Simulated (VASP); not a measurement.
# C (P4mm) in VASP: further runs

The runs below take C through single point, with PBE.

Program: VASP 6.6.1. These are calculated values, not measurements. Logs are shortened: lines on timing, memory, paths and dates and some standing lists are left out, and cuts for length are marked.

### Step 1. The cell of the first run

Symmetry: P4mm, No. 99, tetragonal system. The conventional cell has a = 2.531 Å, b = 2.531 Å, c = 3.098 Å, α = 90.00°, β = 90.00°, γ = 90.00°. Within 2.6 Å of C (site symmetry 4mm) lie 12 C at 1.99 to 2.53 Å. Within 2.4 Å of C (site symmetry 2mm) lie 8 C at 1.79 to 2.01 Å.

### Step 2. Single point, PBE

The input, INCAR:

```
PREC = Accurate
ENCUT = 520
EDIFF = 1E-7
ISMEAR = 0
SIGMA = 0.1
LREAL = False
LASPH = True
NELM = 80
ALGO = Normal
ISIF = 2
LWAVE = False
LCHARG = False
GGA = PE
NBANDS = 13
```

The input, KPOINTS:

```
regular mesh
0
Gamma
  6 6 6
```

The input, POSCAR:

```
C
1.0
    2.5307314500      0.0000000000      0.0000000000
    0.0000000000      2.5307314500      0.0000000000
    0.0000000000      0.0000000000      3.0977972400
C
3
Direct
    0.0000000000      0.0000000000      0.4621215600
    0.0000000000      0.5000000000      0.9661566800
    0.5000000000      0.0000000000      0.9661566800
```

Potentials or basis: VASP PAW PBE potentials, release 64 (C).

Run with:

```
cat potpaw_PBE.64/C/POTCAR > POTCAR
mpirun -np 1 vasp_std > vasp.out
```

OUTCAR:

```text
PREC = Accurate
   ENCUT = 520
   EDIFF = 1E-7
   ISMEAR = 0
   LREAL = False
   LASPH = True
   NELM = 80
   ISIF = 2
   GGA = PE

 ion  position               nearest neighbor table
   1  0.000  0.000  0.462-   2 1.99   3 1.99   2 1.99   3 1.99   2 2.01   2 2.01   3 2.01   3 2.01

   2  0.000  0.500  0.966-   3 1.79   3 1.79   3 1.79   3 1.79   1 1.99   1 1.99   1 2.01   1 2.01

   3  0.500  0.000  0.966-   2 1.79   2 1.79   2 1.79   2 1.79   1 1.99   1 1.99   1 2.01   1 2.01

  LATTYP: Found a simple tetragonal cell.
 ALAT       =     2.5307314500
 C/A-ratio  =     1.2240718943

  Lattice vectors:

 A1 = (   2.5307314500,   0.0000000000,   0.0000000000)
 A2 = (   0.0000000000,   2.5307314500,   0.0000000000)
 A3 = (   0.0000000000,   0.0000000000,   3.0977972400)

Analysis of symmetry for initial positions (statically):
=====================================================================
 Subroutine PRICEL returns:
 Original cell was already a primitive cell.

 Routine SETGRP: Setting up the symmetry group for a
 simple tetragonal supercell.

 Subroutine GETGRP returns: Found  8 space group operations
 (whereof  8 operations were pure point group operations)
 out of a pool of 16 trial point group operations.

The static configuration has the point symmetry C_4v.

Analysis of symmetry for dynamics (positions and initial velocities):
=====================================================================
 Subroutine PRICEL returns:
 Original cell was already a primitive cell.

 Routine SETGRP: Setting up the symmetry group for a
 simple tetragonal supercell.

 Subroutine GETGRP returns: Found  8 space group operations
 (whereof  8 operations were pure point group operations)
 out of a pool of 16 trial point group operations.

The dynamic configuration has the point symmetry C_4v.

 Subroutine INISYM returns: Found  8 space group operations
 (whereof  8 operations are pure point group operations),
 and found     1 'primitive' translations

----------------------------------------------------------------------------------------

                                     Primitive cell

  volume of cell :      19.8402

  direct lattice vectors                    reciprocal lattice vectors
     2.530731450  0.000000000  0.000000000     0.395142677  0.000000000  0.000000000
     0.000000000  2.530731450  0.000000000     0.000000000  0.395142677  0.000000000
     0.000000000  0.000000000  3.097797240     0.000000000  0.000000000  0.322810024

  length of vectors
     2.530731450  2.530731450  3.097797240     0.395142677  0.395142677  0.322810024

  position of ions in fractional coordinates (direct lattice)
     0.000000000  0.000000000  0.462121560
     0.000000000  0.500000000  0.966156680
     0.500000000  0.000000000  0.966156680

  ion indices of the primitive-cell ions
   primitive index   ion index
                 1           1
                 2           2
                 3           3

----------------------------------------------------------------------------------------

 KPOINTS: regular mesh

Automatic generation of k-mesh.
 Grid dimensions read from file:
 generate k-points for:    6    6    6

 Generating k-lattice:

  Cartesian coordinates                     Fractional coordinates (reciprocal lattice)
     0.065857113  0.000000000  0.000000000     0.166666667  0.000000000  0.000000000
     0.000000000  0.065857113  0.000000000     0.000000000  0.166666667  0.000000000
     0.000000000  0.000000000  0.053801671     0.000000000  0.000000000  0.166666667

  Length of vectors
     0.065857113  0.065857113  0.053801671

  Shift w.r.t. Gamma in fractional coordinates (k-lattice)
     0.000000000  0.000000000  0.000000000

 Subroutine IBZKPT returns following result:
 ===========================================

 Found     40 irreducible k-points:

 Following reciprocal coordinates:
            Coordinates               Weight
  0.000000  0.000000  0.000000      1.000000
  0.166667  0.000000  0.000000      4.000000
  0.333333  0.000000  0.000000      4.000000
  0.500000  0.000000  0.000000      2.000000
  0.166667  0.166667  0.000000      4.000000
  0.333333  0.166667  0.000000      8.000000
[... 16 lines left out ...]
  0.333333  0.000000  0.333333      8.000000
  0.500000  0.000000  0.333333      4.000000
 [... further k-points ...]
   k-points           NKPTS =     40   k-points in BZ     NKDIM =     40   number of bands    NBANDS=     13
   number of dos      NEDOS =    301   number of ions     NIONS =      3
   total plane-waves  NPLWV =   9600
   dimension x,y,z NGX =    20 NGY =   20 NGZ =   24
   dimension x,y,z NGXF=    40 NGYF=   40 NGZF=   48
   ions per type =               3
   NGX,Y,Z   is equivalent  to a cutoff of  13.14, 13.14, 12.88 a.u.
   NGXF,Y,Z  is equivalent  to a cutoff of  26.28, 26.28, 25.76 a.u.
 SYSTEM =  unknown system
   PREC   = accura    normal or accurate (medium, high low for compatibility)
   ISTART =      0    job   : 0-new  1-cont  2-samecut
   ICHARG =      2    charge: 1-file 2-atom 10-const
   ISPIN  =      1    spin polarized calculation?
   LNONCOLLINEAR =      F non collinear calculations
   LSORBIT =      F    spin-orbit coupling
   LASPH  =      T    aspherical Exc in radial PAW
   ENCUT  =  520.0 eV  38.22 Ry    6.18 a.u.   4.71  4.71  5.76*2*pi/ulx,y,z
   NELM   =     80;   NELMIN=  2; NELMDL= -5     # of ELM steps
   EDIFF  = 0.1E-06   stopping-criterion for ELM
   LREAL  =      F    real-space projection
   EDIFFG = 0.1E-05   stopping-criterion for IOM
   NSW    =      0    number of steps for IOM
   IBRION =     -1    ionic relax: 0-MD 1-quasi-New 2-CG
   NFREE  =      0    steps in history (QN), initial steepest desc. (CG)
   ISIF   =      2    stress and relaxation
   ISYM   =      2    0-nonsym 1-usesym 2-fastsym
   POTIM  = 0.5000    time-step for ionic-motion
   TEBEG  =    0.0;   TEEND  =   0.0 temperature during run
   PSTRESS=    0.0 pullay stress
   NELECT =      12.0000    total number of electrons
   NUPDOWN=      -1.0000    fix difference up-down
   EMIN   =  10.00;   EMAX   =-10.00  energy-range for DOS
   EFERMI =   0.00;   METHOD = LEGACY
   ISMEAR =     0;   SIGMA  =   0.10  broadening in eV -4-tet -1-fermi 0-gaus
   EFERMI_NEDOS =   21; number of points for ismear=-14 and -15
   IALGO  =     38    algorithm
   IMIX   =      4    mixing-type and parameters
     AMIX     =   0.40;   BMIX     =  1.00
     AMIX_MAG =   1.60;   BMIX_MAG =  1.00
  volume/ion in A,a.u.               =       6.61        44.63
  Fermi-wavevector in a.u.,A,eV,Ry     =   1.384481  2.616289 26.079464  1.916787
  Thomas-Fermi vector in A             =   2.508981
   LORBIT       =      0    0 simple, 1 ext, 2 COOP (PROOUT), +10 PAW based schemes
   GGA     = PE    functional components
   LHFCALC =     F    Hartree Fock is set to
   AEXX    =    0.0000 exact exchange contribution
   IVDW    =     0    specifies the selected vdW correction
   LEPSILON=     F    determine dielectric tensor
   LRPA    =     F    only Hartree local field effects (RPA)
 non-spin polarized calculation
 Gauss-broadening in eV      SIGMA  =   0.10
  energy-cutoff  :      520.00
  volume of cell :       19.84
 maximum number of plane-waves:       551
 NGX is ok and might be reduce to    20
   NGX =  9   NGY =  9   NGZ = 11

 number of electron      12.0000001 magnetization

 Free energy of the ion-electron system (eV)
  ---------------------------------------------------
  ext. energy  EPLUGINS =         0.00000000
  ---------------------------------------------------
  free energy    TOTEN  =       -16.96536937 eV

  energy without entropy =      -16.96024165  energy(sigma->0) =      -16.96280551

 E-fermi :   8.7951     XC(G=0): -12.8793

 val. band max:        8.7556416882   @ k =   0.1667   0.1667   0.3333
 cond. band min:       8.8615925489   @ k =   0.3333   0.1667   0.1667
 fundamental gap:      0.1059508607
 Fermi energy:         8.7950809014

 k-point     1 :       0.0000    0.0000    0.0000
  band No.  band energies     occupation
      1     -12.0084      2.00000
      2      -0.0244      2.00000
      3       2.4824      2.00000
      4       3.4651      2.00000
      5       3.4651      2.00000
      6       9.1780      0.00000
      7      12.9716      0.00000
      8      12.9716      0.00000
      9      13.6933      0.00000
     10      16.6686      0.00000
     11      17.3528      0.00000
     12      19.1471      0.00000
     13      19.1471      0.00000

 k-point     2 :       0.1667    0.0000    0.0000
  band No.  band energies     occupation
      1     -11.4907      2.00000
      2       0.4453      2.00000
      3       0.5144      2.00000
      4       3.1951      2.00000
      5       4.0055      2.00000
      6      10.5917      0.00000
      7      11.9187      0.00000
      8      12.4555      0.00000
      9      12.8925      0.00000
     10      16.7400      0.00000
     11      17.4010      0.00000
     12      18.4080      0.00000
     13      18.9990      0.00000

 k-point     3 :       0.3333    0.0000    0.0000
  band No.  band energies     occupation
      1      -9.9753      2.00000
      2      -3.5324      2.00000
      3       1.9690      2.00000
      4       4.2723      2.00000
      5       5.5513      2.00000
      6       9.2013      0.00000
      7       9.3573      0.00000
      8      11.6361      0.00000
      9      12.5943      0.00000
     10      15.3485      0.00000
     11      16.6379      0.00000
     12      16.8489      0.00000
     13      23.9297      0.00000

 k-point     4 :       0.5000    0.0000    0.0000
  band No.  band energies     occupation
      1      -8.2050      2.00000
      2      -6.2191      2.00000
      3       3.3131      2.00000
      4       5.3839      2.00000
      5       7.1760      2.00000
      6       7.1826      2.00000
      7       7.6294      2.00000
      8       9.6466      0.00000
      9      13.6994      0.00000
     10      15.0617      0.00000
     11      15.5917      0.00000
     12      16.7519      0.00000
     13      27.2683      0.00000

 k-point     5 :       0.1667    0.1667    0.0000
  band No.  band energies     occupation
      1     -10.9742      2.00000
      2       0.7946      2.00000
      3       1.0336      2.00000
      4       1.1510      2.00000
      5       3.9180      2.00000
      6      10.9416      0.00000
      7      11.9320      0.00000
      8      12.1243      0.00000
      9      13.0022      0.00000
     10      15.1070      0.00000
     11      15.5256      0.00000
     12      19.6482      0.00000
     13      20.5468      0.00000
[... 257 lines left out ...]
 k-point    22 :       0.1667    0.0000    0.3333
  band No.  band energies     occupation
      1     -10.3971      2.00000
      2      -4.7169      2.00000
      3       1.4732      2.00000
      4       4.7940      2.00000
      5       7.6677      2.00000
      6       9.5174      0.00000
      7      11.1568      0.00000
      8      11.6167      0.00000
      9      13.8670      0.00000
     10      15.4328      0.00000
     11      16.9845      0.00000
     12      18.3215      0.00000
     13      21.2908      0.00000

 k-point    23 :       0.3333    0.0000    0.3333
  band No.  band energies     occupation
      1      -8.8913      2.00000
      2      -3.3552      2.00000
      3      -2.4701      2.00000
      4       3.7646      2.00000
      5       6.4197      2.00000
      6      10.4755      0.00000
      7      11.3406      0.00000
      8      13.2940      0.00000
      9      13.5504      0.00000
     10      14.7183      0.00000
     11      15.4090      0.00000
     12      17.2017      0.00000
     13      24.5179      0.00000

 k-point    24 :       0.5000    0.0000    0.3333
  band No.  band energies     occupation
      1      -7.0916      2.00000
      2      -5.2921      2.00000
      3      -1.8524      2.00000
      4       1.4813      2.00000
      5       8.4035      2.00000
      6       9.8388      0.00000
      7      11.2387      0.00000
      8      12.4853      0.00000
      9      13.9038      0.00000
     10      14.3201      0.00000
     11      15.9397      0.00000
     12      16.1768      0.00000
     13      25.6792      0.00000

 [... further k-points ...]

------------------------ aborting loop because EDIFF is reached ----------------------------------------

  FORCE on cell =-STRESS in cart. coord.  units (eV):
  Direction    XX          YY          ZZ          XY          YZ          ZX
  --------------------------------------------------------------------------------------
  -------------------------------------------------------------------------------------
  Total       -1.9076193     -1.9076193      0.8274200      0.0000000      0.0000000     -0.0000000
  in kB     -154.0483941   -154.0483941     66.8176912      0.0000000      0.0000000     -0.0000000
  external PRESSURE =     -80.4263657 kB  Pullay stress =       0.0000000 kB

 VOLUME and BASIS-vectors are now :
 -----------------------------------------------------------------------------
  energy-cutoff  :      520.00
  volume of cell :       19.84
      direct lattice vectors                 reciprocal lattice vectors
     2.530731450  0.000000000  0.000000000     0.395142677  0.000000000  0.000000000
     0.000000000  2.530731450  0.000000000     0.000000000  0.395142677  0.000000000
     0.000000000  0.000000000  3.097797240     0.000000000  0.000000000  0.322810024

 POSITION                                       TOTAL-FORCE (eV/Angst)
 -----------------------------------------------------------------------------------
      0.00000      0.00000      1.43156         0.000000      0.000000     -0.274870
      0.00000      1.26537      2.99296        -0.000000     -0.000000      0.137435
      1.26537      0.00000      2.99296        -0.000000      0.000000      0.137435
 -----------------------------------------------------------------------------------
    total drift:                                0.000000      0.000000      0.000009

  FREE ENERGIE OF THE ION-ELECTRON SYSTEM (eV)
  ---------------------------------------------------
  free  energy   TOTEN  =       -16.9653693704 eV

  energy  without entropy=      -16.9602416495  energy(sigma->0) =      -16.96280551
```

It took 3.8 s on 1 thread of Intel Xeon 6975P-C (Granite Rapids), shared host; peak memory 0.12 GiB.

What came out:

* Free energy: -16.9654 eV
* Pressure: -8.0 GPa
* Largest force: 0.275 eV/Å
* Band gap on the k mesh: zero (band 6 reaches 10.98 eV, above the bottom of band 7 at 2.13 eV)

Forces on the atoms (eV/Å):
```
C    0.000  0.000 -0.275
C    0.000  0.000  0.137
C    0.000  0.000  0.137
```

Stress tensor (GPa, compression positive):
```
-15.40   0.00   0.00
  0.00 -15.40   0.00
  0.00   0.00   6.68
```

Caveat: the k points lie up to 0.41 Å⁻¹ apart.

### Step 3. Single point, PBE, collinear spin, ferromagnetic start

The input, INCAR:

```
SYSTEM = C
PREC     = Accurate       ! precision mode
ENCUT    = 520            ! plane-wave cutoff, eV
EDIFF    = 1E-7           ! SCF threshold, eV
ISMEAR   = 0              ! smearing method
SIGMA    = 0.1            ! smearing width, eV
LREAL    = .FALSE.        ! projectors in reciprocal space
LASPH    = .TRUE.         ! aspherical terms in the spheres
NELM     = 150            ! most SCF steps
ALGO     = Normal         ! electronic algorithm
ISIF     = 2              ! what is computed and relaxed
LWAVE    = .FALSE.        ! write WAVECAR
LCHARG   = .FALSE.        ! write CHGCAR
ISPIN    = 2              ! spin polarisation
MAGMOM   = 1 1 1          ! initial moments
LORBIT   = 11             ! projections on sites
GGA      = PE             ! functional
NBANDS   = 17             ! bands
```

The input, KPOINTS:

```
Automatic mesh
0
G
  6 6 6
  0 0 0
```

POSCAR is that of step 2.

Potentials or basis: VASP PAW PBE potentials, release 64 (C).

Run with:

```
cat potpaw_PBE.64/C/POTCAR > POTCAR
mpirun -np 1 vasp_std > vasp.out
```

Wall time 10 s (1 thread of Intel Xeon 6975P-C (Granite Rapids), shared host); peak memory 0.13 GiB.

Results (log left out):

```yaml
Free_energy: -16.9654 eV
Pressure: -8.0 GPa
Largest_force: 0.275 eV/Å
Band_gap_on_the_k_mesh: zero (filled and empty bands overlap)
Net_moment: 0.00 μB per cell
Valence_electrons_inside_the_program's_atomic_spheres: C 2.14, 2.21
```

Forces on the atoms (eV/Å):
```
C    0.000  0.000 -0.275
C    0.000  0.000  0.137
C    0.000  0.000  0.137
```

Stress tensor (GPa, compression positive):
```
-15.41   0.00   0.00
  0.00 -15.41   0.00
  0.00   0.00   6.68
```

Levels at points of the mesh, in eV from the Fermi level:
Spin up:
```
           k point  band 2  band 3  band 4  band 5  band 6  band 7  band 8  band 9  band 10  band 11
(0.00, 0.00, 0.00)   -8.82   -6.31   -5.33   -5.33    0.38    4.18    4.18    4.90     7.87     8.56
(0.50, 0.00, 0.00)  -15.01   -5.48   -3.41   -1.62   -1.61   -1.17    0.85    4.90     6.27     6.80
(0.50, 0.50, 0.00)  -10.98  -10.98   -9.76   -1.25   -1.02   -0.22   -0.22    1.87     1.87    12.08
(0.00, 0.00, 0.50)  -15.31   -4.22   -4.22    1.47    1.47    1.48    2.76    3.01     4.13    10.11
(0.50, 0.00, 0.50)  -13.63  -11.96   -8.43    0.47    1.11    2.45    4.18    4.96     6.16     7.36
(0.50, 0.50, 0.50)   -9.30   -8.93   -8.93   -8.13   -6.67   -6.67    5.86    6.70     8.32     8.32
```
Spin down:
```tsv
k point	band 3	band 4	band 5	band 6	band 7	band 8	band 9	band 10
(0.00, 0.00, 0.00)	-6.31	-5.33	-5.33	0.38	4.18	4.18	4.90	7.87
(0.50, 0.00, 0.00)	-5.48	-3.41	-1.62	-1.61	-1.17	0.85	4.90	6.27
(0.50, 0.50, 0.00)	-10.98	-9.76	-1.25	-1.02	-0.22	-0.22	1.87	1.87
(0.00, 0.00, 0.50)	-4.22	-4.22	1.47	1.47	1.48	2.76	3.01	4.13
(0.50, 0.00, 0.50)	-11.96	-8.43	0.47	1.11	2.45	4.18	4.96	6.16
(0.50, 0.50, 0.50)	-8.93	-8.93	-8.13	-6.67	-6.67	5.86	6.70	8.32
```

Caveat: the k points lie up to 0.41 Å⁻¹ apart.
